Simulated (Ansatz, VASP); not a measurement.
Tl in VASP and in Ansatz

The input INCAR:

```
SYSTEM = Tl
PREC     = Accurate       ! precision mode
ENCUT    = 520            ! plane-wave cutoff, eV
EDIFF    = 1E-6           ! SCF threshold, eV
ISMEAR   = -1             ! smearing method
SIGMA    = 0.1            ! smearing width, eV
LREAL    = .FALSE.        ! projectors in reciprocal space
LASPH    = .TRUE.         ! aspherical terms in the spheres
NELM     = 80             ! most SCF steps
ALGO     = Normal         ! electronic algorithm
ISIF     = 2              ! what is computed and relaxed
LWAVE    = .FALSE.        ! write WAVECAR
LCHARG   = .FALSE.        ! write CHGCAR
GGA      = RP             ! functional
NBANDS   = 20             ! bands
```

File KPOINTS:

```
Automatic mesh
0
G
  16 16 9
  0 0 0
```

File POSCAR:

```
Tl
1.0
    3.8320212364      0.0000000000      0.0000000000
   -1.9160106182      3.3186277386      0.0000000000
    0.0000000000      0.0000000000      5.9587011883
Tl
2
Direct
    0.3333333333      0.6666666667      0.2500000000
    0.6666666667      0.3333333333      0.7500000000
```

Input for Ansatz:

```yaml
crystal:
  lattice:
    - [3.8320212532, 0.0, 0.0]
    - [-1.9160106266, 3.3186277531, 0.0]
    - [0.0, 0.0, 5.9587011534]
  atoms:
    - { symbol: Tl, position: [0.3333333333, 0.6666666667, 0.25] }
    - { symbol: Tl, position: [0.6666666667, 0.3333333333, 0.75] }
hamiltonian:
  xc: rpbe
  pseudopotentials:
    kind: paw
    azcp:
      Tl: "pseudopotentials/Tl.paw.azcp"
basis:
  ecutwfc: 420
  fft_grid_basis: typed
kpoints:
  mp_grid: { grid: [16, 16, 9], shift: [0, 0, 0] }
magnetization:
  spin_polarized: false
scf:
  occupations: { method: fermi_dirac, width: 0.1 }
output:
  stress: true
```

Alike in both runs: task single point; functional RPBE; k mesh 16 × 16 × 9; occupations fermi-dirac, width 0.1 eV; no spin polarisation.

```csv
,VASP,Ansatz
version,VASP 6.6.1,Ansatz 0.2.0
potentials or method,"VASP PAW PBE potentials, release 64 (Tl_d), cutoff 520 eV","plane waves (420 eV) with PAW, scalar-relativistic"
valence electrons in the cell,26,26
```

|  | VASP | Ansatz | Ansatz less VASP |
| --- | --- | --- | --- |
| pressure (GPa) | -1.7 | -1.6 | +0.05 |
| traceless stress, the component that is largest in VASP (GPa) | -0.10 | -0.10 | 0.000 |

VASP's potentials were made for PBE, not for RPBE.

Spin-orbit coupling is off throughout.
